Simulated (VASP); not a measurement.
HfB4: relaxation of cell and atoms with PBE

The system is HfB4.

```
Hf B
1.0
     1.72285    0.99469    4.56378
    -1.72285    0.99469    4.56378
     0.00000   -1.98938    4.56378
Hf B
1 4
Cartesian
  0.0000 0.0000 6.8457
  0.0000 0.0000 8.8911
  0.0000 0.0000 4.8002
  0.0000 0.0000 10.8995
  0.0000 0.0000 2.7919
```

```json
{
  "Program": "VASP 6.6.1",
  "Task": "relaxation of cell and atoms",
  "Functional": "PBE",
  "Potentials or basis": "VASP PAW PBE potentials, release 64 (Hf_pv, B)",
  "Cutoff": "600 eV",
  "k mesh": "6 × 6 × 6",
  "Occupations": "gaussian, width 0.1 eV",
  "Spin": "no spin polarisation",
  "Dipole correction": "no",
  "Further INCAR settings": "ALGO = Normal; EDIFF = 1e-07; IBRION = 2; EDIFFG = -0.04; NSW = 90; ISIF = 3"
}
```

```yaml
Relaxed_volume: 11.57 Å³/atom
Relaxed_cell: a = 5.120 Å, b = 5.120 Å, c = 5.120 Å, α = 43.56°, β = 43.56°, γ = 43.56°
Space_group_after_relaxing_to_0.05_Å: R-3m (No. 166)
Energy_gained_by_relaxing: 984.9 meV/atom
Ionic_steps: 17
Pressure_after_relaxing: 0.1 GPa
Largest_force_after_relaxing: 0.037 eV/Å
Band_gap_on_the_k_mesh: zero (band 11 reaches 4.37 eV, above the bottom of band 12 at 3.97 eV)
```

Forces in eV/Å, atoms in the order of the input:
```
Hf   0.000  0.000  0.000
B    0.000  0.000 -0.005
B    0.000  0.000  0.005
B    0.000  0.000 -0.037
B    0.000  0.000  0.037
```

Stress tensor (GPa, compression positive):
```
-0.03  0.00  0.00
 0.00 -0.03  0.00
 0.00  0.00  0.24
```

The path:
```
step  energy change (eV)  largest force (eV/Å)  pressure (GPa)  volume (Å³)
   1              0.0000                7.0854           50.75        46.93
   2             -3.9168                1.3424          -17.26        70.14
   3             -4.1337                2.2546          -12.17        64.06
   4             -4.2060                4.1644            6.50        58.92
   5             -4.5704                0.9063           -3.84        61.07
   6             -4.5710                0.9846           -3.56        60.99
   7             -4.6980                0.6515            0.12        58.59
   8             -4.7160                0.4879            2.24        57.41
   9             -4.7905                0.4941            1.42        57.72
  10             -4.8700                0.3882           -0.29        58.38
  11             -4.9160                0.3851           -0.60        58.37
  12             -4.9161                0.3856           -0.60        58.37
  13             -4.9158                0.4274           -0.74        57.87
  14             -4.9219                0.1619           -0.71        58.13
  15             -4.9227                0.0425            1.05        57.46
  16             -4.9238                0.0573            0.27        57.75
  17             -4.9245                0.0370            0.06        57.85
```

Final structure:
```
CELL_PARAMETERS angstrom
1.89989 1.09690 4.62671
-1.89989 1.09690 4.62671
0.00000 -2.19381 4.62671
ATOMIC_POSITIONS crystal
Hf 0.50000 0.50000 0.50000
B 0.68301 0.68301 0.68301
B 0.31699 0.31699 0.31699
B 0.79953 0.79953 0.79953
B 0.20047 0.20047 0.20047
```

Levels at points of the mesh, in eV from the Fermi level:
| k point | band 7 | band 8 | band 9 | band 10 | band 11 | band 12 | band 13 | band 14 | band 15 |
| --- | --- | --- | --- | --- | --- | --- | --- | --- | --- |
| (0.00, 0.00, 0.00) | -4.57 | -4.57 | -0.07 | -0.07 | -0.01 | 1.21 | 2.40 | 2.44 | 2.44 |
| (0.50, 0.00, 0.00) | -4.06 | -3.61 | -2.93 | -2.90 | -1.24 | 0.32 | 1.37 | 3.12 | 3.52 |
| (0.50, 0.50, 0.00) | -5.13 | -2.87 | -2.82 | -0.74 | -0.34 | 0.03 | 1.64 | 1.96 | 2.57 |
| (0.50, 0.50, 0.50) | -4.34 | -3.48 | -1.46 | -0.68 | -0.68 | -0.27 | 1.92 | 2.16 | 2.16 |

Run time: 10 min on 1 thread of AMD EPYC 7R43 64-Core Processor (Zen 3) (shared host), peak memory 0.22 GiB.

Caveat: the volume moved by over 15 % at a fixed basis, so the end points are rough; spin-orbit coupling is left out, which moves the levels of the heavy elements.
